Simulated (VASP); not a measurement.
A run of VASP 6.6.1:

File INCAR:

```
ALGO = Normal
EDIFF = 1E-6
ENCUT = 520
GGA = PE
GGA_COMPAT = False
ISIF = 2
ISMEAR = -1
LASPH = True
LCHARG = False
LMAXMIX = 4
LORBIT = 11
LORBMOM = True
LREAL = False
LSORBIT = True
LWAVE = False
MAGMOM = 0 0 0 0 0 0
NBANDS = 30
NELM = 150
PREC = Accurate
SIGMA = 0.05
```

Contents of KPOINTS:

```
k-points
0
Gamma
  13 13 12
```

Contents of POSCAR:

```
WC
1.0
    2.9005014360      0.0000000000      0.0000000000
   -1.4502507180      2.5119079273      0.0000000000
    0.0000000000      0.0000000000      2.8290000000
W C
1 1
Direct
    0.0000000000      0.0000000000      0.0000000000
    0.6666666667      0.3333333333      0.5000000000
```

Potentials or basis: VASP PAW PBE potentials, release 64 (W_sv, C).

Run with:

```bash
$ cat potpaw_PBE.64/W_sv/POTCAR potpaw_PBE.64/C/POTCAR > POTCAR
$ mpirun -np 1 vasp_ncl > vasp.out
```

Hardware: 1 thread of Intel(R) Xeon(R) 6975P-C (Granite Rapids) (shared host).

Problem. Estimate the wall time of this run.

Solution. Run time: 100 s on 1 thread of Intel(R) Xeon(R) 6975P-C (Granite Rapids), on a shared host, peak memory 0.35 GiB. Counts: scf iterations 13, k points 245.
